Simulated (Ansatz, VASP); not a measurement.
**Two plane-wave programs on BiS**

```
Bi S
1.0
     3.58410    0.00000    0.00000
     0.00000    3.58410    0.00000
     0.00000    0.00000    3.58410
Bi S
1 1
Direct
  0.50000 0.50000 0.50000
  0.00000 0.00000 0.00000
```

Change from the starting cell: species swapped into the ZrIr type (Pm-3m, No. 221).

Alike in both runs: functional PBE; k mesh 6 × 6 × 6; occupations gaussian, width 0.1 eV; no spin polarisation.

Ansatz relaxed the structure, and its values are those at the end. VASP's run is a single point on that final structure, the one shown.

|  | VASP | Ansatz |
| --- | --- | --- |
| version | VASP 6.6.1 | Ansatz 0.2.0 |
| potentials or method | VASP PAW PBE potentials, release 64 (Bi_d, S), cutoff 520 eV | scalar-relativistic, plane waves, PAW |
| valence electrons in the cell | 21 | 21 |

|  | VASP | Ansatz | Ansatz less VASP |
| --- | --- | --- | --- |
| gap on the k mesh at the Fermi level (eV) | none | none | - |
| pressure (GPa) | -0.1 | -0.1 | +0.07 |

A gap of «none» marks a metal or a gap that the smearing closes.

Neither program's run includes spin-orbit coupling.
